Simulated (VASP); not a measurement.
Set up this calculation in VASP 6.6.1, as the native input.

| Quantity | Value |
| --- | --- |
| Task | single point |
| Functional | PBE |
| Dispersion | D3(BJ) |
| Potentials or basis | VASP PAW PBE potentials, release 64 (S, W_sv) |
| Cutoff | 520 eV |
| k mesh | 9 × 9 × 1 |
| Occupations | gaussian, width 0.05 eV |
| Spin | no spin polarisation |
| Dipole correction | yes |
| Further INCAR settings | ALGO = Normal; EDIFF = 1e-07; NBANDS = 35 |

The structure of WS2 lies in POSCAR:

```
WS2
1.0
    3.1595456682      0.0000000000      0.0000000000
   -1.5797728341      2.7362468131      0.0000000000
    0.0000000000      0.0000000000     23.8042574330
S W
4 2
Direct
    0.3333333333      0.6666666667      0.1890418137
    0.3333333333      0.6666666667      0.3214605092
    0.5000000000      1.3333333333      0.4827761903
    0.5000000000      1.3333333333      0.6151948858
    0.6666666667      0.3333333333      0.2552511584
    0.8333333333      1.0000000000      0.5489855349
```

This cell differs from its parent crystal: layers slid over each other.

The input as run:

INCAR

```
  ALGO = Normal
  DIPOL = 0.5 0.5 0.402
  EDIFF = 1E-7
  ENCUT = 520
  GGA = PE
  IDIPOL = 3
  ISIF = 2
  ISMEAR = 0
  IVDW = 12
  LASPH = True
  LCHARG = False
  LDIPOL = True
  LREAL = False
  LWAVE = False
  NBANDS = 35
  NELM = 100
  PREC = Accurate
  SIGMA = 0.05
```

KPOINTS

```
k-points
0
Gamma
  9 9 1
```

Potentials or basis: VASP PAW PBE potentials, release 64 (S, W_sv).

Command:

```bash
$ cat potpaw_PBE.64/S/POTCAR potpaw_PBE.64/W_sv/POTCAR > POTCAR
$ mpirun -np 1 vasp_std > vasp.out
```

It gave:

| Item | Value |
| --- | --- |
| Largest force | 0.073 eV/Å |
| Band gap on the k mesh | 1.86 eV (least direct gap 1.92 eV) |
| Dispersion energy per atom | -0.342 eV |

Caveat: the cell differs from its parent crystal (layers slid over each other); spin-orbit coupling is left out, which moves the levels of the heavy elements.

Wall time 3.2 min on 1 thread of Intel(R) Xeon(R) 6975P-C (Granite Rapids), on a shared host, peak memory 0.44 GiB.
